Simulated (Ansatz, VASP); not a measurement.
**Cu3Te: VASP beside Ansatz**

```
Cu Te
1.0
     3.99860    0.00000    0.00000
     0.00000    3.99860    0.00000
     0.00000    0.00000    3.99860
Cu Te
3 1
Direct
  0.00000 0.50000 0.50000
  0.50000 0.00000 0.50000
  0.50000 0.50000 0.00000
  0.00000 0.00000 0.00000
```

Alike in both runs: task single point; functional PBE; k mesh 6 × 6 × 6; occupations fermi-dirac, width 0.05 eV; no spin polarisation.

|  | VASP | Ansatz |
| --- | --- | --- |
| version | VASP 6.6.1 | Ansatz 0.2.0 |
| potentials or method | VASP PAW PBE potentials, release 64 (Cu, Te), cutoff 520 eV | plane waves, PAW |
| valence electrons in the cell | 39 | 73 |

|  | VASP | Ansatz | Ansatz less VASP |
| --- | --- | --- | --- |
| pressure (GPa) | -2.4 | -2.6 | -0.20 |

VASP's potentials hold 39 valence electrons a cell and Ansatz's 73, so a difference there can come from the potentials and not from the codes.

Spin-orbit coupling is off throughout.
